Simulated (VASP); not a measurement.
Zr:

```
CELL_PARAMETERS angstrom
2.91348 0.00000 0.00000
0.00000 2.91348 0.00000
0.00000 0.00000 2.91348
ATOMIC_POSITIONS crystal
Zr 0.00000 0.00000 0.00000
```

Base run:

| Item | Value |
| --- | --- |
| Program | VASP 6.6.1 |
| Functional | HSE06 |
| Potentials or basis | VASP PAW PBE potentials, release 64 (Zr_sv) |
| Cutoff | 400 eV |
| k mesh | 6 × 6 × 6 |
| Occupations | fermi-dirac, width 0.1 eV |
| Spin | no spin polarisation |

Its results: band gap on the k mesh zero (band 6 reaches 9.23 eV, above the bottom of band 7 at 5.97 eV); pressure -1.1 GPa.

Task: The run is repeated on the same cell with these changes: functional from HSE06 to PBE; cutoff from 400 eV to 500 eV. What comes out?

Result: Band gap on the k mesh zero (band 6 reaches 9.00 eV, above the bottom of band 7 at 6.33 eV); pressure 0.0 GPa.

Caveats: the PAW data sets were made with another functional, which shifts forces and pressure a little (some runs).
